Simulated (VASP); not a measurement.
# CaCu4Bi (F-43m) in VASP: a series of runs

Runs on CaCu4Bi. Level: PBE. Tasks: single point, relaxation of cell and atoms.

Everything below comes from runs of VASP 6.6.1. Logs are shortened: lines on timing, memory, paths and dates and some standing lists are left out, and cuts for length are marked.

## (1) The cell of the first run

Symmetry: F-43m, No. 216, cubic system. The conventional cell has a = 7.277 Å, b = 7.277 Å, c = 7.277 Å, α = 90.00°, β = 90.00°, γ = 90.00°. Ca (site symmetry -43m) has 12 Cu at 3.02 Å and 4 Bi at 3.15 Å within 4.0 Å. Cu (site symmetry 3m) has 6 Cu at 2.57 to 2.58 Å and 3 Ca at 3.02 Å and 3 Bi at 3.02 Å within 3.4 Å. Bi (site symmetry -43m) has 12 Cu at 3.02 Å and 4 Ca at 3.15 Å within 4.0 Å.

The cell was generated, and may not be a known phase.

## (2) Single point, PBE

Input file INCAR:

```
SYSTEM = CaCu4Bi
  PREC = Accurate
  ENCUT = 520
  EDIFF = 1E-6
  ISMEAR = 0
  SIGMA = 0.1
  LREAL = .FALSE.
  LASPH = .TRUE.
  NELM = 100
  ALGO = Fast
  ISIF = 2
  LWAVE = .FALSE.
  LCHARG = .TRUE.
  GGA = PE
  LELF = .TRUE.
  LVHAR = .TRUE.
  NBANDS = 44
```

Input file KPOINTS:

```
regular mesh
0
G
  4 4 4
  0 0 0
```

Input file POSCAR:

```
CaCu4Bi
1.0
    0.0000000000      3.6386760200      3.6386760200
    3.6386760200      0.0000000000      3.6386760200
    3.6386760200      3.6386760200      0.0000000000
Ca Cu Bi
1 4 1
Direct
    0.0000000000      0.0000000000      0.0000000000
    0.6252265100      0.6252265100      0.1243204700
    0.6252265100      0.1243204700      0.6252265100
    0.6252265100      0.6252265100      0.6252265100
    0.1243204700      0.6252265100      0.6252265100
    0.2500000000      0.2500000000      0.2500000000
```

Potentials or basis: VASP PAW PBE potentials, release 64 (Ca_sv, Cu, Bi_d).

Run with:

```
cat potpaw_PBE.64/Ca_sv/POTCAR potpaw_PBE.64/Cu/POTCAR potpaw_PBE.64/Bi_d/POTCAR > POTCAR
mpirun -np 1 vasp_std > vasp.out
```

OUTCAR:

```text
SYSTEM = CaCu4Bi
   PREC = Accurate
   ENCUT = 520
   EDIFF = 1E-6
   ISMEAR = 0
   LREAL = .FALSE.
   LASPH = .TRUE.
   NELM = 100
   ISIF = 2
   GGA = PE

 ion  position               nearest neighbor table
   1  0.000  0.000  0.000-   6 3.15   6 3.15   6 3.15   6 3.15
   2  0.625  0.625  0.124-   3 2.57   4 2.57   5 2.57   4 2.58   3 2.58   5 2.58   6 3.02   6 3.02
                             6 3.02
   3  0.625  0.124  0.625-   2 2.57   4 2.57   5 2.57   2 2.58   4 2.58   5 2.58   6 3.02   6 3.02
                             6 3.02
   4  0.625  0.625  0.625-   2 2.57   3 2.57   5 2.57   2 2.58   3 2.58   5 2.58   6 3.02   6 3.02
                             6 3.02
   5  0.124  0.625  0.625-   2 2.57   3 2.57   4 2.57   4 2.58   2 2.58   3 2.58   6 3.02   6 3.02
                             6 3.02
   6  0.250  0.250  0.250-   2 3.02   3 3.02   5 3.02   4 3.02   4 3.02   4 3.02   3 3.02   5 3.02
                             5 3.02   2 3.02   3 3.02   2 3.02   1 3.15   1 3.15   1 3.15   1 3.15

  LATTYP: Found a face centered cubic cell.
 ALAT       =     7.2773520400

  Lattice vectors:

 A1 = (   0.0000000000,   3.6386760200,   3.6386760200)
 A2 = (   3.6386760200,   0.0000000000,   3.6386760200)
 A3 = (   3.6386760200,   3.6386760200,   0.0000000000)

Analysis of symmetry for initial positions (statically):
=====================================================================
 Subroutine PRICEL returns:
 Original cell was already a primitive cell.

 Routine SETGRP: Setting up the symmetry group for a
 face centered cubic supercell.

 Subroutine GETGRP returns: Found 24 space group operations
 (whereof 24 operations were pure point group operations)
 out of a pool of 48 trial point group operations.

The static configuration has the point symmetry T_d .

Analysis of symmetry for dynamics (positions and initial velocities):
=====================================================================
 Subroutine PRICEL returns:
 Original cell was already a primitive cell.

 Routine SETGRP: Setting up the symmetry group for a
 face centered cubic supercell.

 Subroutine GETGRP returns: Found 24 space group operations
 (whereof 24 operations were pure point group operations)
 out of a pool of 48 trial point group operations.

The dynamic configuration has the point symmetry T_d .

 Subroutine INISYM returns: Found 24 space group operations
 (whereof 24 operations are pure point group operations),
 and found     1 'primitive' translations

----------------------------------------------------------------------------------------

                                     Primitive cell

  volume of cell :      96.3519

  direct lattice vectors                    reciprocal lattice vectors
     0.000000000  3.638676020  3.638676020    -0.137412619  0.137412619  0.137412619
     3.638676020  0.000000000  3.638676020     0.137412619 -0.137412619  0.137412619
     3.638676020  3.638676020  0.000000000     0.137412619  0.137412619 -0.137412619

  length of vectors
     5.145864977  5.145864977  5.145864977     0.238005637  0.238005637  0.238005637

  position of ions in fractional coordinates (direct lattice)
     0.000000000  0.000000000  0.000000000
     0.625226510  0.625226510  0.124320470
     0.625226510  0.124320470  0.625226510
     0.625226510  0.625226510  0.625226510
     0.124320470  0.625226510  0.625226510
     0.250000000  0.250000000  0.250000000

  ion indices of the primitive-cell ions
   primitive index   ion index
                 1           1
                 2           2
                 3           3
                 4           4
                 5           5
                 6           6

----------------------------------------------------------------------------------------

 KPOINTS: regular mesh

Automatic generation of k-mesh.
 Grid dimensions read from file:
 generate k-points for:    4    4    4

 Generating k-lattice:

  Cartesian coordinates                     Fractional coordinates (reciprocal lattice)
    -0.034353155  0.034353155  0.034353155     0.250000000  0.000000000  0.000000000
     0.034353155 -0.034353155  0.034353155     0.000000000  0.250000000  0.000000000
     0.034353155  0.034353155 -0.034353155     0.000000000  0.000000000  0.250000000

  Length of vectors
     0.059501409  0.059501409  0.059501409

  Shift w.r.t. Gamma in fractional coordinates (k-lattice)
     0.000000000  0.000000000  0.000000000

 Subroutine IBZKPT returns following result:
 ===========================================

 Found      8 irreducible k-points:

 Following reciprocal coordinates:
            Coordinates               Weight
  0.000000  0.000000  0.000000      1.000000
  0.250000  0.000000  0.000000      8.000000
  0.500000  0.000000  0.000000      4.000000
  0.250000  0.250000  0.000000      6.000000
  0.500000  0.250000  0.000000     24.000000
 -0.250000  0.250000  0.000000     12.000000
  0.500000  0.500000  0.000000      3.000000
 -0.250000  0.500000  0.250000      6.000000
   k-points           NKPTS =      8   k-points in BZ     NKDIM =      8   number of bands    NBANDS=     44
   number of dos      NEDOS =    301   number of ions     NIONS =      6
   total plane-waves  NPLWV =  64000
   dimension x,y,z NGX =    40 NGY =   40 NGZ =   40
   dimension x,y,z NGXF=    80 NGYF=   80 NGZF=   80
   ions per type =               1   4   1
   NGX,Y,Z   is equivalent  to a cutoff of  12.92, 12.92, 12.92 a.u.
   NGXF,Y,Z  is equivalent  to a cutoff of  25.85, 25.85, 25.85 a.u.
 SYSTEM =  CaCu4Bi
   PREC   = accura    normal or accurate (medium, high low for compatibility)
   ISTART =      0    job   : 0-new  1-cont  2-samecut
   ICHARG =      2    charge: 1-file 2-atom 10-const
   ISPIN  =      1    spin polarized calculation?
   LNONCOLLINEAR =      F non collinear calculations
   LSORBIT =      F    spin-orbit coupling
   LASPH  =      T    aspherical Exc in radial PAW
   ENCUT  =  520.0 eV  38.22 Ry    6.18 a.u.   9.57  9.57  9.57*2*pi/ulx,y,z
   NELM   =    100;   NELMIN=  2; NELMDL= -5     # of ELM steps
   EDIFF  = 0.1E-05   stopping-criterion for ELM
   LREAL  =      F    real-space projection
   EDIFFG = 0.1E-04   stopping-criterion for IOM
   NSW    =      0    number of steps for IOM
   IBRION =     -1    ionic relax: 0-MD 1-quasi-New 2-CG
   NFREE  =      0    steps in history (QN), initial steepest desc. (CG)
   ISIF   =      2    stress and relaxation
   ISYM   =      2    0-nonsym 1-usesym 2-fastsym
   POTIM  = 0.5000    time-step for ionic-motion
   TEBEG  =    0.0;   TEEND  =   0.0 temperature during run
   PSTRESS=    0.0 pullay stress
   NELECT =      69.0000    total number of electrons
   NUPDOWN=      -1.0000    fix difference up-down
   EMIN   =  10.00;   EMAX   =-10.00  energy-range for DOS
   EFERMI =   0.00;   METHOD = LEGACY
   ISMEAR =     0;   SIGMA  =   0.10  broadening in eV -4-tet -1-fermi 0-gaus
   EFERMI_NEDOS =   21; number of points for ismear=-14 and -15
   IALGO  =     68    algorithm
   IMIX   =      4    mixing-type and parameters
     AMIX     =   0.40;   BMIX     =  1.00
     AMIX_MAG =   1.60;   BMIX_MAG =  1.00
  volume/ion in A,a.u.               =      16.06       108.37
  Fermi-wavevector in a.u.,A,eV,Ry     =   1.464663  2.767812 29.187744  2.145239
  Thomas-Fermi vector in A             =   2.580613
   LORBIT       =      0    0 simple, 1 ext, 2 COOP (PROOUT), +10 PAW based schemes
   GGA     = PE    functional components
   LHFCALC =     F    Hartree Fock is set to
   AEXX    =    0.0000 exact exchange contribution
   IVDW    =     0    specifies the selected vdW correction
   LEPSILON=     F    determine dielectric tensor
   LRPA    =     F    only Hartree local field effects (RPA)
 non-spin polarized calculation
 RMM-DIIS sequential band-by-band and
 Gauss-broadening in eV      SIGMA  =   0.10
  energy-cutoff  :      520.00
  volume of cell :       96.35
 maximum number of plane-waves:      2637
 NGX is ok and might be reduce to    40
   NGX = 19   NGY = 19   NGZ = 19

 number of electron      68.9999976 magnetization

 Free energy of the ion-electron system (eV)
  ---------------------------------------------------
  ext. energy  EPLUGINS =         0.00000000
  ---------------------------------------------------
  free energy    TOTEN  =       -21.26831775 eV

  energy without entropy =      -21.26156506  energy(sigma->0) =      -21.26494141

 E-fermi :   8.1225     XC(G=0): -11.6435

 val. band max:        8.0542723324   @ k =  -0.2500   0.2500   0.0000
 cond. band min:       8.3571782955   @ k =   0.5000   0.2500   0.0000
 fundamental gap:      0.3029059631
 Fermi energy:         8.1224963376

 k-point     1 :       0.0000    0.0000    0.0000
  band No.  band energies     occupation
      1     -33.0267      2.00000
      2     -15.1144      2.00000
      3     -15.1144      2.00000
      4     -15.1143      2.00000
      5     -15.0612      2.00000
      6     -15.0612      2.00000
[... 36 lines left out ...]
     43      11.9594      0.00000
     44      14.2182      0.00000

 k-point     2 :       0.2500    0.0000    0.0000
  band No.  band energies     occupation
      1     -33.0264      2.00000
      2     -15.1092      2.00000
      3     -15.1092      2.00000
      4     -15.0972      2.00000
      5     -15.0616      2.00000
      6     -15.0616      2.00000
[... 36 lines left out ...]
     43      13.1473      0.00000
     44      14.3435      0.00000

 k-point     3 :       0.5000    0.0000    0.0000
  band No.  band energies     occupation
      1     -33.0261      2.00000
      2     -15.1045      2.00000
      3     -15.1045      2.00000
      4     -15.0782      2.00000
      5     -15.0616      2.00000
      6     -15.0616      2.00000
[... 224 lines left out ...]
     43      13.7313      0.00000
     44      14.2432      0.00000

 k-point     8 :      -0.2500    0.5000    0.2500
  band No.  band energies     occupation
      1     -33.0260      2.00000
      2     -15.0953      2.00000
      3     -15.0953      2.00000
      4     -15.0755      2.00000
      5     -15.0643      2.00000
      6     -15.0619      2.00000
[... 36 lines left out ...]
     43      14.2328      0.00000
     44      14.4070      0.00000

------------------------ aborting loop because EDIFF is reached ----------------------------------------

  FORCE on cell =-STRESS in cart. coord.  units (eV):
  Direction    XX          YY          ZZ          XY          YZ          ZX
  --------------------------------------------------------------------------------------
  -------------------------------------------------------------------------------------
  Total        4.1940402      4.1940402      4.1940402      0.0000000      0.0000000      0.0000000
  in kB       69.7401714     69.7401714     69.7401714      0.0000000      0.0000000      0.0000000
  external PRESSURE =      69.7401714 kB  Pullay stress =       0.0000000 kB

 VOLUME and BASIS-vectors are now :
 -----------------------------------------------------------------------------
  energy-cutoff  :      520.00
  volume of cell :       96.35
      direct lattice vectors                 reciprocal lattice vectors
     0.000000000  3.638676020  3.638676020    -0.137412619  0.137412619  0.137412619
     3.638676020  0.000000000  3.638676020     0.137412619 -0.137412619  0.137412619
     3.638676020  3.638676020  0.000000000     0.137412619  0.137412619 -0.137412619

 POSITION                                       TOTAL-FORCE (eV/Angst)
 -----------------------------------------------------------------------------------
      0.00000      0.00000      0.00000        -0.000000     -0.000000     -0.000000
      2.72736      2.72736      4.54999        -0.033019     -0.033019      0.033019
      2.72736      4.54999      2.72736        -0.033019      0.033019     -0.033019
      4.54999      4.54999      4.54999         0.033019      0.033019      0.033019
      4.54999      2.72736      2.72736         0.033019     -0.033019     -0.033019
      1.81934      1.81934      1.81934        -0.000000     -0.000000     -0.000000
 -----------------------------------------------------------------------------------
    total drift:                               -0.000000     -0.000000     -0.000000

  FREE ENERGIE OF THE ION-ELECTRON SYSTEM (eV)
  ---------------------------------------------------
  free  energy   TOTEN  =       -21.2683177542 eV

  energy  without entropy=      -21.2615650614  energy(sigma->0) =      -21.26494141
```

Run time: 55 s. Hardware: 1 thread of Intel Xeon 6975P-C (Granite Rapids), shared host; peak memory 0.25 GiB.

Results:

| Property | Result |
| --- | --- |
| Free energy | -21.2683 eV |
| Pressure | 7.0 GPa |
| Largest force | 0.057 eV/Å |
| Band gap on the k mesh | zero (an odd number of electrons rules out a gap without spin polarisation) |

Forces in eV/Å, atoms in the order of the input:
```
Ca   0.000  0.000  0.000
Cu  -0.033 -0.033  0.033
Cu  -0.033  0.033 -0.033
Cu   0.033  0.033  0.033
Cu   0.033 -0.033 -0.033
Bi   0.000  0.000  0.000
```

Levels at points of the mesh, in eV from the Fermi level:
| k point | band 31 | band 32 | band 33 | band 34 | band 35 | band 36 | band 37 | band 38 | band 39 | band 40 |
| --- | --- | --- | --- | --- | --- | --- | --- | --- | --- | --- |
| (0.00, 0.00, 0.00) | -2.19 | -2.15 | -2.15 | -2.15 | -0.34 | 0.46 | 0.46 | 1.83 | 1.83 | 1.83 |
| (0.50, 0.00, 0.00) | -2.39 | -2.19 | -1.77 | -1.77 | -0.27 | 0.54 | 0.54 | 1.94 | 1.94 | 3.74 |
| (0.50, 0.50, 0.00) | -2.82 | -2.82 | -1.68 | -1.68 | -0.92 | 2.24 | 2.24 | 2.26 | 3.19 | 4.08 |

Caveat: the k points lie up to 0.37 Å⁻¹ apart, too coarse for converged energies and pressures of a metal; spin-orbit coupling is left out, which moves the levels of the heavy elements.

## (3) Single point, PBE

This run uses another cell than the first one, of 17.19 Å³/atom.

Input file INCAR:

```
PREC = Accurate ; ENCUT = 520
EDIFF = 1E-7 ; ISMEAR = 0
SIGMA = 0.1 ; LREAL = False
LASPH = True ; NELM = 100
ALGO = Fast ; ISIF = 2
LWAVE = False ; LCHARG = True
GGA = PE ; LELF = True
LVHAR = True ; NBANDS = 44
```

Input file KPOINTS:

```
Automatic mesh
0
Gamma
  4 4 4
```

Input file POSCAR:

```
CaCu4Bi
1.0
    0.0000000000      3.7222835481      3.7222835481
    3.7222835481      0.0000000000      3.7222835481
    3.7222835481      3.7222835481      0.0000000000
Ca Cu Bi
1 4 1
Direct
    0.0000000000      0.0000000000      0.0000000000
    0.6254148250      0.6254148250      0.1237555250
    0.6254148250      0.1237555250      0.6254148250
    0.6254148250      0.6254148250      0.6254148250
    0.1237555250      0.6254148250      0.6254148250
    0.2500000000      0.2500000000      0.2500000000
```

Potentials or basis: VASP PAW PBE potentials, release 64 (Ca_sv, Cu, Bi_d).

Run with:

```
cat potpaw_PBE.64/Ca_sv/POTCAR potpaw_PBE.64/Cu/POTCAR potpaw_PBE.64/Bi_d/POTCAR > POTCAR
mpirun -np 1 vasp_std > vasp.out
```

It took 72 s on 1 thread of Intel Xeon 6975P-C (Granite Rapids), shared host; peak memory 0.25 GiB.

The run converged. Its results:

| Item | Value |
| --- | --- |
| Free energy | -21.4230 eV |
| Pressure | 0.5 GPa |
| Largest force | 0.042 eV/Å |
| Band gap on the k mesh | zero (an odd number of electrons rules out a gap without spin polarisation) |

Forces on the atoms (eV/Å):
```
Ca   0.000  0.000  0.000
Cu  -0.024 -0.024  0.024
Cu  -0.024  0.024 -0.024
Cu   0.024  0.024  0.024
Cu   0.024 -0.024 -0.024
Bi   0.000  0.000  0.000
```

Levels at points of the mesh, in eV from the Fermi level:
```
           k point  band 33  band 34  band 35  band 36  band 37  band 38
(0.00, 0.00, 0.00)    -1.90    -1.90    -0.13     0.67     0.67     1.80
(0.50, 0.00, 0.00)    -1.59    -1.59    -0.18     0.59     0.59     2.04
(0.50, 0.50, 0.00)    -1.54    -1.54    -0.78     2.29     2.29     2.37
```

Caveat: the k points lie up to 0.37 Å⁻¹ apart, too coarse for converged energies and pressures of a metal; spin-orbit coupling is left out, which moves the levels of the heavy elements.

## (4) Relaxation of cell and atoms, PBE

Input file INCAR:

```
SYSTEM = CaCu4Bi
PREC = Accurate
ENCUT = 600
EDIFF = 1E-7
ISMEAR = 0
SIGMA = 0.1
LREAL = .FALSE.
LASPH = .TRUE.
NELM = 60
ALGO = Fast
ISIF = 3
LWAVE = .FALSE.
LCHARG = .FALSE.
GGA = PE
IBRION = 2
NSW = 90
EDIFFG = -0.04
```

Input file KPOINTS:

```
Automatic mesh
0
G
  4 4 4
  0 0 0
```

Input file POSCAR:

```
CaCu4Bi
1.0
    0.0000000000      3.6386760200      3.6386760200
    3.6386760200      0.0000000000      3.6386760200
    3.6386760200      3.6386760200      0.0000000000
Ca Cu Bi
1 4 1
Direct
    0.0000000000      0.0000000000      0.0000000000
    0.6252265100      0.6252265100      0.1243204700
    0.6252265100      0.1243204700      0.6252265100
    0.6252265100      0.6252265100      0.6252265100
    0.1243204700      0.6252265100      0.6252265100
    0.2500000000      0.2500000000      0.2500000000
```

Run with:

```
cat potpaw_PBE.64/Ca_sv/POTCAR potpaw_PBE.64/Cu/POTCAR potpaw_PBE.64/Bi_d/POTCAR > POTCAR
mpirun -np 1 vasp_std > vasp.out
```

It took 7.1 min on 1 thread of Intel Xeon 6975P-C (Granite Rapids), shared host; peak memory 0.31 GiB.

It converged, with:

```
Free energy                           : -21.4237 eV
Relaxed volume                        : 17.31 Å³/atom
Relaxed cell                          : a = 5.276 Å, b = 5.276 Å, c = 5.276 Å, α = 60.00°, β = 60.00°, γ = 60.00°
Space group after relaxing (to 0.1 Å) : F-43m (No. 216)
Energy gained by relaxing             : 25.8 meV/atom
Ionic steps                           : 5
Pressure after relaxing               : 0.0 GPa
Largest force after relaxing          : 0.026 eV/Å
Band gap on the k mesh                : zero (an odd number of electrons rules out a gap without spin polarisation)
```

Forces in eV/Å, atoms in the order of the input:
```
Ca   0.000  0.000  0.000
Cu  -0.015 -0.015  0.015
Cu  -0.015  0.015 -0.015
Cu   0.015  0.015  0.015
Cu   0.015 -0.015 -0.015
Bi   0.000  0.000  0.000
```

The path:
```csv
step,energy change (eV),largest force (eV/Å),pressure (GPa),volume (Å³)
1,0.0000,0.0574,7.02,96.35
2,-0.1394,0.0492,-1.77,106.51
3,-0.1544,0.0472,0.00,103.90
4,-0.1544,0.0469,-0.12,104.05
5,-0.1548,0.0264,0.03,103.87
```

Final structure:
```yaml
crystal:
  lattice:
    - [0.00000, 3.73094, 3.73094]
    - [3.73094, 0.00000, 3.73094]
    - [3.73094, 3.73094, 0.00000]
  atoms:
    - { symbol: Ca, position: [0.00000, 0.00000, 0.00000] }
    - { symbol: Cu, position: [0.62556, 0.62556, 0.12331] }
    - { symbol: Cu, position: [0.62556, 0.12331, 0.62556] }
    - { symbol: Cu, position: [0.62556, 0.62556, 0.62556] }
    - { symbol: Cu, position: [0.12331, 0.62556, 0.62556] }
    - { symbol: Bi, position: [0.25000, 0.25000, 0.25000] }
```

Levels at points of the mesh, in eV from the Fermi level:
| k point | band 31 | band 32 | band 33 | band 34 | band 35 | band 36 | band 37 | band 38 | band 39 | band 40 |
| --- | --- | --- | --- | --- | --- | --- | --- | --- | --- | --- |
| (0.00, 0.00, 0.00) | -1.98 | -1.87 | -1.87 | -1.87 | -0.11 | 0.69 | 0.69 | 1.80 | 1.80 | 1.80 |
| (0.50, 0.00, 0.00) | -2.25 | -1.98 | -1.57 | -1.57 | -0.17 | 0.59 | 0.59 | 2.05 | 2.05 | 3.58 |
| (0.50, 0.50, 0.00) | -2.55 | -2.55 | -1.52 | -1.52 | -0.76 | 2.29 | 2.29 | 2.38 | 3.01 | 4.04 |

Caveat: the k points lie up to 0.36 Å⁻¹ apart in the final cell, too coarse for converged energies and pressures of a metal; spin-orbit coupling is left out, which moves the levels of the heavy elements.

(Continued in part 2 of 3.)

The gap in the log of VASP goes by the Fermi energy; the results here count the filled bands.